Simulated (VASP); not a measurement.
**Nb: single point with PBE**

The system is Nb.

```
Nb
1.0
     3.31123    0.00000    0.00000
     0.00000    3.31123    0.00000
     0.00000    0.00000    3.31123
Nb
2
Direct
  0.00000 0.00000 0.00000
  0.50000 0.50000 0.50000
```

```
Program             : VASP 6.6.1
Task                : single point
Functional          : PBE
Potentials or basis : VASP PAW PBE potentials, release 64 (Nb_sv)
Cutoff              : 520 eV
k mesh              : 10 × 10 × 10
Occupations         : fermi-dirac, width 0.05 eV
Spin                : no spin polarisation
```

```
Pressure               : -0.5 GPa
Band gap on the k mesh : zero (bands 13 and 14 overlap by 3.33 eV)
```

Levels at points of the mesh, in eV from the Fermi level:
| k point | band 9 | band 10 | band 11 | band 12 | band 13 | band 14 | band 15 | band 16 | band 17 | band 18 |
| --- | --- | --- | --- | --- | --- | --- | --- | --- | --- | --- |
| (0.00, 0.00, 0.00) | -5.93 | -3.67 | -3.67 | 0.37 | 0.37 | 0.37 | 3.26 | 3.26 | 5.55 | 5.55 |
| (0.50, 0.00, 0.00) | -2.51 | -2.51 | -1.05 | -1.05 | 0.96 | 0.96 | 0.96 | 0.96 | 2.50 | 2.50 |
| (0.50, 0.50, 0.00) | -3.69 | -3.69 | -1.63 | -1.63 | 2.25 | 2.25 | 3.28 | 3.28 | 3.96 | 3.96 |
| (0.50, 0.50, 0.50) | -1.09 | -1.09 | -1.09 | -1.09 | -1.09 | -1.09 | 4.09 | 4.09 | 4.09 | 4.09 |

Wall time 24 s on 1 thread of Intel(R) Xeon(R) 6975P-C (Granite Rapids), with other jobs on the host, peak memory 0.17 GiB.
